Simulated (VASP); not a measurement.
A run of VASP 6.6.1 is set up as follows.

The input INCAR:

```
SYSTEM = HfB2
ALGO = Normal
EDIFF = 1E-6
ENCUT = 520
GGA = PE
ISIF = 2
ISMEAR = -1
LASPH = .True.
LCHARG = .True.
LELF = .True.
LREAL = .False.
LVHAR = .True.
LWAVE = .False.
NBANDS = 15
NELM = 60
PREC = Accurate
SIGMA = 0.1
```

File KPOINTS:

```
k-points
0
Gamma
  12 12 10
  0 0 0
```

Contents of POSCAR:

```
HfB2
1.0
    3.1451907626      0.0000000000      0.0000000000
   -1.5725953813      2.7238151001      0.0000000000
    0.0000000000      0.0000000000      3.4873512168
Hf B
1 2
Direct
    0.0000000000      0.0000000000      0.0000000000
    0.3333333333      0.6666666667      0.5000000000
    0.6666666667      0.3333333333      0.5000000000
```

Potentials or basis: VASP PAW PBE potentials, release 64 (Hf_pv, B).

Launch:

```sh
$ cat potpaw_PBE.64/Hf_pv/POTCAR potpaw_PBE.64/B/POTCAR > POTCAR
$ mpirun -np 1 vasp_std > vasp.out
```

Question: What does it give for the pressure?

Answer: -0.4 GPa.

Question: Estimate the band gap on the k mesh.

Answer: Zero (band 8 reaches 8.35 eV, above the bottom of band 9 at 7.05 eV).

Stress tensor (GPa, compression positive):
```
-0.46  0.00  0.00
 0.00 -0.46  0.00
 0.00  0.00 -0.21
```

Caveat: spin-orbit coupling is left out, which moves the levels of the heavy elements.
